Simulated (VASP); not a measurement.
# TaVN2 (P4/mmm) in VASP: settings compared

The runs below take TaVN2 through single point, with PBEsol, r2SCAN.

All numbers are computed with VASP 6.6.1; they aren't measurements. Logs are shortened: lines on timing, memory, paths and dates and some standing lists are left out, and cuts for length are marked.

## (1) The cell of the first run

The structure is tetragonal, space group P4/mmm (No. 123). The conventional cell has a = 3.050 Å, b = 3.050 Å, c = 4.296 Å, α = 90.00°, β = 90.00°, γ = 90.00°. Within 2.8 Å of Ta (site symmetry 4/mmm) lie 6 N at 2.15 to 2.16 Å. Within 2.8 Å of V (site symmetry 4/mmm) lie 6 N at 2.15 to 2.16 Å. Within 2.8 Å of N (site symmetry 4/mmm) lie 2 V at 2.15 Å and 4 Ta at 2.16 Å. Within 2.8 Å of N (site symmetry 4/mmm) lie 2 Ta at 2.15 Å and 4 V at 2.16 Å.

## (2) Single point, PBEsol, collinear spin, ferromagnetic start

The input, INCAR:

```
PREC = Accurate
ENCUT = 600
EDIFF = 1E-6
ISMEAR = -1
SIGMA = 0.05
LREAL = F
LASPH = T
NELM = 200
ALGO = Normal
ISIF = 2
LWAVE = F
LCHARG = T
ISPIN = 2
MAGMOM = 0 2 0 0
LORBIT = 11
NUPDOWN = 2.0
LMAXMIX = 4
GGA = PS
LELF = T
LVHAR = T
NBANDS = 30
GGA_COMPAT = F
```

The input, KPOINTS:

```
Automatic mesh
0
Gamma
  7 7 5
```

The input, POSCAR:

```
TaVN2
1.0
    3.0498670000      0.0000000000      0.0000000000
    0.0000000000      3.0498670000      0.0000000000
    0.0000000000      0.0000000000      4.2960620000
Ta V N
1 1 2
Direct
    0.0000000000      0.0000000000      0.0000000000
    0.5000000000      0.5000000000      0.5000000000
    0.5000000000      0.5000000000      0.0000000000
    0.0000000000      0.0000000000      0.5000000000
```

Potentials or basis: VASP PAW PBE potentials, release 64 (Ta_sv_GW, V_sv, N).

On the command line:

```console
cat potpaw_PBE.64/Ta_sv_GW/POTCAR potpaw_PBE.64/V_sv/POTCAR potpaw_PBE.64/N/POTCAR > POTCAR
mpirun -np 1 vasp_std > vasp.out
```

OUTCAR:

```text
PREC = Accurate
   ENCUT = 600
   EDIFF = 1E-6
   ISMEAR = -1
   LREAL = F
   LASPH = T
   NELM = 200
   ISIF = 2
   ISPIN = 2
   LORBIT = 11
   NUPDOWN = 2.0
   GGA = PS

 ion  position               nearest neighbor table
   1  0.000  0.000  0.000-   4 2.15   4 2.15   3 2.16   3 2.16   3 2.16   3 2.16   2 3.04   2 3.04
                             2 3.04   2 3.04   2 3.04   2 3.04   2 3.04   2 3.04
   2  0.500  0.500  0.500-   3 2.15   3 2.15   4 2.16   4 2.16   4 2.16   4 2.16   1 3.04   1 3.04
                             1 3.04   1 3.04   1 3.04   1 3.04   1 3.04   1 3.04
   3  0.500  0.500  0.000-   2 2.15   2 2.15   1 2.16   1 2.16   1 2.16   1 2.16
   4  0.000  0.000  0.500-   1 2.15   1 2.15   2 2.16   2 2.16   2 2.16   2 2.16

  LATTYP: Found a simple tetragonal cell.
 ALAT       =     3.0498670000
 C/A-ratio  =     1.4086063425

  Lattice vectors:

 A1 = (   3.0498670000,   0.0000000000,   0.0000000000)
 A2 = (   0.0000000000,   3.0498670000,   0.0000000000)
 A3 = (   0.0000000000,   0.0000000000,   4.2960620000)

Analysis of symmetry for initial positions (statically):
=====================================================================
 Subroutine PRICEL returns:
 Original cell was already a primitive cell.

 Routine SETGRP: Setting up the symmetry group for a
 simple tetragonal supercell.

 Subroutine GETGRP returns: Found 16 space group operations
 (whereof 16 operations were pure point group operations)
 out of a pool of 16 trial point group operations.

The static configuration has the point symmetry D_4h.

Analysis of symmetry for dynamics (positions and initial velocities):
=====================================================================
 Subroutine PRICEL returns:
 Original cell was already a primitive cell.

 Routine SETGRP: Setting up the symmetry group for a
 simple tetragonal supercell.

 Subroutine GETGRP returns: Found 16 space group operations
 (whereof 16 operations were pure point group operations)
 out of a pool of 16 trial point group operations.

The dynamic configuration has the point symmetry D_4h.

Analysis of structural, dynamic, and magnetic symmetry:
=====================================================================
 Subroutine PRICEL returns:
 Original cell was already a primitive cell.

 Routine SETGRP: Setting up the symmetry group for a
 simple tetragonal supercell.

 Subroutine GETGRP returns: Found 16 space group operations
 (whereof 16 operations were pure point group operations)
 out of a pool of 16 trial point group operations.

The overall configuration has the point symmetry D_4h.

 Subroutine INISYM returns: Found 16 space group operations
 (whereof 16 operations are pure point group operations),
 and found     1 'primitive' translations

----------------------------------------------------------------------------------------

                                     Primitive cell

  volume of cell :      39.9606

  direct lattice vectors                    reciprocal lattice vectors
     3.049867000  0.000000000  0.000000000     0.327883150  0.000000000  0.000000000
     0.000000000  3.049867000  0.000000000     0.000000000  0.327883150  0.000000000
     0.000000000  0.000000000  4.296062000     0.000000000  0.000000000  0.232771315

  length of vectors
     3.049867000  3.049867000  4.296062000     0.327883150  0.327883150  0.232771315

  position of ions in fractional coordinates (direct lattice)
     0.000000000  0.000000000  0.000000000
     0.500000000  0.500000000  0.500000000
     0.500000000  0.500000000  0.000000000
     0.000000000  0.000000000  0.500000000

  ion indices of the primitive-cell ions
   primitive index   ion index
                 1           1
                 2           2
                 3           3
                 4           4

----------------------------------------------------------------------------------------

 KPOINTS: Automatic mesh

Automatic generation of k-mesh.
 Grid dimensions read from file:
 generate k-points for:    7    7    5

 Generating k-lattice:

  Cartesian coordinates                     Fractional coordinates (reciprocal lattice)
     0.046840450  0.000000000  0.000000000     0.142857143  0.000000000  0.000000000
     0.000000000  0.046840450  0.000000000     0.000000000  0.142857143  0.000000000
     0.000000000  0.000000000  0.046554263     0.000000000  0.000000000  0.200000000

  Length of vectors
     0.046840450  0.046840450  0.046554263

  Shift w.r.t. Gamma in fractional coordinates (k-lattice)
     0.000000000  0.000000000  0.000000000

 Subroutine IBZKPT returns following result:
 ===========================================

 Found     30 irreducible k-points:

 Following reciprocal coordinates:
            Coordinates               Weight
  0.000000  0.000000  0.000000      1.000000
  0.142857  0.000000  0.000000      4.000000
  0.285714  0.000000  0.000000      4.000000
  0.428571  0.000000  0.000000      4.000000
  0.142857  0.142857  0.000000      4.000000
  0.285714  0.142857  0.000000      8.000000
[... 16 lines left out ...]
  0.285714  0.000000  0.400000      8.000000
  0.428571  0.000000  0.400000      8.000000
 [... further k-points ...]
   k-points           NKPTS =     30   k-points in BZ     NKDIM =     30   number of bands    NBANDS=     30
   number of dos      NEDOS =    301   number of ions     NIONS =      4
   total plane-waves  NPLWV =  20736
   dimension x,y,z NGX =    24 NGY =   24 NGZ =   36
   dimension x,y,z NGXF=    48 NGYF=   48 NGZF=   72
   ions per type =               1   1   2
   NGX,Y,Z   is equivalent  to a cutoff of  13.08, 13.08, 13.93 a.u.
   NGXF,Y,Z  is equivalent  to a cutoff of  26.16, 26.16, 27.86 a.u.
 SYSTEM =  unknown system
   PREC   = accura    normal or accurate (medium, high low for compatibility)
   ISTART =      0    job   : 0-new  1-cont  2-samecut
   ICHARG =      2    charge: 1-file 2-atom 10-const
   ISPIN  =      2    spin polarized calculation?
   LNONCOLLINEAR =      F non collinear calculations
   LSORBIT =      F    spin-orbit coupling
   LASPH  =      T    aspherical Exc in radial PAW
   ENCUT  =  600.0 eV  44.10 Ry    6.64 a.u.   6.09  6.09  8.58*2*pi/ulx,y,z
   NELM   =    200;   NELMIN=  2; NELMDL= -5     # of ELM steps
   EDIFF  = 0.1E-05   stopping-criterion for ELM
   LREAL  =      F    real-space projection
   EDIFFG = 0.1E-04   stopping-criterion for IOM
   NSW    =      0    number of steps for IOM
   IBRION =     -1    ionic relax: 0-MD 1-quasi-New 2-CG
   NFREE  =      0    steps in history (QN), initial steepest desc. (CG)
   ISIF   =      2    stress and relaxation
   ISYM   =      2    0-nonsym 1-usesym 2-fastsym
   POTIM  = 0.5000    time-step for ionic-motion
   TEBEG  =    0.0;   TEEND  =   0.0 temperature during run
   PSTRESS=    0.0 pullay stress
   NELECT =      36.0000    total number of electrons
   NUPDOWN=       2.0000    fix difference up-down
   EMIN   =  10.00;   EMAX   =-10.00  energy-range for DOS
   EFERMI =   0.00;   METHOD = LEGACY
   ISMEAR =    -1;   SIGMA  =   0.05  broadening in eV -4-tet -1-fermi 0-gaus
   EFERMI_NEDOS =   21; number of points for ismear=-14 and -15
   IALGO  =     38    algorithm
   IMIX   =      4    mixing-type and parameters
     AMIX     =   0.40;   BMIX     =  1.00
     AMIX_MAG =   1.60;   BMIX_MAG =  1.00
  volume/ion in A,a.u.               =       9.99        67.42
  Fermi-wavevector in a.u.,A,eV,Ry     =   1.581120  2.987884 34.013763  2.499941
  Thomas-Fermi vector in A             =   2.681244
   LORBIT       =     11    0 simple, 1 ext, 2 COOP (PROOUT), +10 PAW based schemes
   GGA     = PS    functional components
   LHFCALC =     F    Hartree Fock is set to
   AEXX    =    0.0000 exact exchange contribution
   IVDW    =     0    specifies the selected vdW correction
   LEPSILON=     F    determine dielectric tensor
   LRPA    =     F    only Hartree local field effects (RPA)
 spin polarized calculation
  energy-cutoff  :      600.00
  volume of cell :       39.96
 maximum number of plane-waves:      1349
   NGX = 13   NGY = 13   NGZ = 17

 number of electron      35.9999989 magnetization       1.9999998

 Free energy of the ion-electron system (eV)
  ---------------------------------------------------
  ext. energy  EPLUGINS =         0.00000000
  ---------------------------------------------------
  free energy    TOTEN  =       -46.19373648 eV

  energy without entropy =      -46.17335970  energy(sigma->0) =      -46.18354809

 E-fermi :  12.0690     XC(G=0): -13.6654

 val. band max:       12.4708398452   @ k =   0.4286   0.1429   0.4000
 cond. band min:      12.1395649814   @ k =   0.4286   0.4286   0.4000
 fundamental gap:     -0.3312748638
 Fermi energy:        12.4864028642

 spin component 1

 k-point     1 :       0.0000    0.0000    0.0000
  band No.  band energies     occupation
      1     -57.1901      1.00000
      2     -52.9291      1.00000
      3     -26.9528      1.00000
      4     -26.8714      1.00000
      5     -26.8714      1.00000
      6     -23.7235      1.00000
[... 781 lines left out ...]
     29      23.8928      0.00000
     30      24.5087      0.00000

 [... further k-points ...]

 spin component 2

 k-point     1 :       0.0000    0.0000    0.0000
  band No.  band energies     occupation
      1     -57.1509      1.00000
      2     -51.3142      1.00000
      3     -25.3254      1.00000
      4     -25.3094      1.00000
      5     -25.3094      1.00000
      6     -23.6709      1.00000
[... 781 lines left out ...]
     29      24.2033      0.00000
     30      24.9955      0.00000

 [... further k-points ...]

------------------------ aborting loop because EDIFF is reached ----------------------------------------

  FORCE on cell =-STRESS in cart. coord.  units (eV):
  Direction    XX          YY          ZZ          XY          YZ          ZX
  --------------------------------------------------------------------------------------
  -------------------------------------------------------------------------------------
  Total       -1.2475586     -1.2475586     -2.3129672      0.0000000     -0.0000000     -0.0000000
  in kB      -50.0194840    -50.0194840    -92.7358623      0.0000000     -0.0000000     -0.0000000
  external PRESSURE =     -64.2582768 kB  Pullay stress =       0.0000000 kB

 VOLUME and BASIS-vectors are now :
 -----------------------------------------------------------------------------
  energy-cutoff  :      600.00
  volume of cell :       39.96
      direct lattice vectors                 reciprocal lattice vectors
     3.049867000  0.000000000  0.000000000     0.327883150  0.000000000  0.000000000
     0.000000000  3.049867000  0.000000000     0.000000000  0.327883150  0.000000000
     0.000000000  0.000000000  4.296062000     0.000000000  0.000000000  0.232771315

 POSITION                                       TOTAL-FORCE (eV/Angst)
 -----------------------------------------------------------------------------------
      0.00000      0.00000      0.00000         0.000000      0.000000      0.000000
      1.52493      1.52493      2.14803         0.000000      0.000000      0.000000
      1.52493      1.52493      0.00000         0.000000      0.000000      0.000000
      0.00000      0.00000      2.14803         0.000000      0.000000      0.000000
 -----------------------------------------------------------------------------------
    total drift:                                0.000000      0.000000     -0.000000

  FREE ENERGIE OF THE ION-ELECTRON SYSTEM (eV)
  ---------------------------------------------------
  free  energy   TOTEN  =       -46.1937364783 eV

  energy  without entropy=      -46.1733597032  energy(sigma->0) =      -46.18354809

 total charge

# of ion       s       p       d       f       tot
--------------------------------------------------
    1        3.231   6.065   2.336   0.149  11.781
    2        2.200   6.211   3.176   0.000  11.587
    3        1.224   2.525   0.000   0.000   3.749
    4        1.224   2.484   0.000   0.000   3.708
--------------------------------------------------
tot          7.879  17.285   5.512   0.149  30.825

 magnetization (x)

# of ion       s       p       d       f       tot
--------------------------------------------------
    1        0.019  -0.000   0.083   0.014   0.115
    2        0.011   0.010   1.604   0.000   1.625
    3        0.001   0.037   0.000   0.000   0.038
    4        0.000   0.043   0.000   0.000   0.044
--------------------------------------------------
tot          0.032   0.090   1.687   0.014   1.822
```

Run time: 38 s. Hardware: 1 thread of Intel Xeon 6975P-C (Granite Rapids), shared host; peak memory 0.23 GiB.

What came out:

* Free energy: -46.1937 eV
* Pressure: -6.4 GPa
* Net moment: 2.00 μB per cell
* Site moments: Ta +0.12; V +1.62; N +0.04 μB
* Valence electrons inside the program's atomic spheres: Ta 11.78; V 11.59; N 3.75, 3.71

Caveat: the PAW data sets were made with another functional, which shifts forces and pressure a little; spin-orbit coupling is left out, which moves the levels of the heavy elements; the total moment is fixed, so each spin has its own Fermi level.

(Part 1 of 2 ends here.)
